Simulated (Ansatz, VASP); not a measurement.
GeSe3: VASP beside Ansatz

File INCAR:

```
SYSTEM = GeSe3
  PREC = Accurate
  ENCUT = 520
  EDIFF = 1E-6
  ISMEAR = 0
  SIGMA = 0.1
  LREAL = .FALSE.
  LASPH = .TRUE.
  NELM = 100
  ALGO = Normal
  ISIF = 2
  LWAVE = .FALSE.
  LCHARG = .TRUE.
  GGA = PE
  LELF = .TRUE.
  LVHAR = .TRUE.
  NBANDS = 24
```

Contents of KPOINTS:

```
regular mesh
0
G
  4 4 4
  0 0 0
```

POSCAR

```
GeSe3
1.0
    4.5458613554      0.0000000000      0.0000000000
    0.0000000000      4.5458613554      0.0000000000
    0.0000000000      0.0000000000      4.5458613554
Ge Se
1 3
Direct
    0.0000000000      0.0000000000      0.0000000000
    0.0000000000      0.5000000000      0.5000000000
    0.5000000000      0.0000000000      0.5000000000
    0.5000000000      0.5000000000      0.0000000000
```

Input for Ansatz:

```yaml
crystal:
  lattice:
    - [4.5458613554, 0.0, 0.0]
    - [0.0, 4.5458613554, 0.0]
    - [0.0, 0.0, 4.5458613554]
  atoms:
    - { symbol: Ge, position: [0.0, 0.0, 0.0] }
    - { symbol: Se, position: [0.0, 0.5, 0.5] }
    - { symbol: Se, position: [0.5, 0.0, 0.5] }
    - { symbol: Se, position: [0.5, 0.5, 0.0] }
basis:
  ecutwfc: 420
kpoints:
  mp_grid: { grid: [4, 4, 4] }
hamiltonian:
  xc: pbe
scf:
  occupations: { method: gaussian, width: 0.1 }
  lower_state_search: "off"
output:
  forces: true
  stress: true
  eigenvalues: true
```

Alike in both runs: task single point; functional PBE; k mesh 4 × 4 × 4; occupations gaussian, width 0.1 eV; no spin polarisation.

|  | VASP | Ansatz |
| --- | --- | --- |
| version | VASP 6.6.1 | Ansatz 0.2.0 |
| potentials or method | VASP PAW PBE potentials, release 64 (Ge_d, Se), cutoff 520 eV | scalar-relativistic, plane waves, PAW |
| valence electrons in the cell | 32 | 62 |

```csv
,VASP,Ansatz,Ansatz less VASP
gap on the k mesh at the Fermi level (eV),none,none,-
pressure (GPa),-4.8,-4.8,-0.01
```

A gap of «none» marks a metal or a gap that the smearing closes. VASP's potentials hold 32 valence electrons a cell and Ansatz's 62, so a difference there can come from the potentials and not from the codes.
